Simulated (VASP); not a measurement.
Crystal: BP.

```
CELL_PARAMETERS angstrom
0.00000 2.26832 2.26832
2.26832 0.00000 2.26832
2.26832 2.26832 0.00000
ATOMIC_POSITIONS crystal
B 0.00000 0.00000 0.00000
P 0.25000 0.25000 0.25000
```

Base run:

| Item | Value |
| --- | --- |
| Program | VASP 6.6.1 |
| Functional | PBEsol |
| Potentials or basis | VASP PAW PBE potentials, release 64 (B, P) |
| Cutoff | 520 eV |
| k mesh | 6 × 6 × 6 |
| Occupations | gaussian, width 0.01 eV |
| Spin | no spin polarisation |

Its results: band gap on the k mesh 1.22 eV, indirect (least direct gap 3.36 eV); pressure -1.6 GPa.

After a change of settings the same cell gave: band gap on the k mesh 1.54 eV, indirect (least direct gap 3.64 eV); pressure -0.4 GPa. Which change was it?
A. functional from PBEsol to PBE; further incar settings from ALGO = Normal; EDIFF = 1e-06; NBANDS = 11 to ALGO = Normal; EDIFF = 1e-07; NBANDS = 11
B. functional from PBEsol to PBE-based screened hybrid; k mesh from 6 × 6 × 6 to 4 × 4 × 4
C. functional from PBEsol to PBE
D. functional from PBEsol to r2SCAN

D.

r2SCAN gives the wider gap, since meta-GGAs in the generalised Kohn-Sham scheme recover part of the derivative discontinuity.

Caveats: the PAW data sets were made with another functional, which shifts forces and pressure a little.
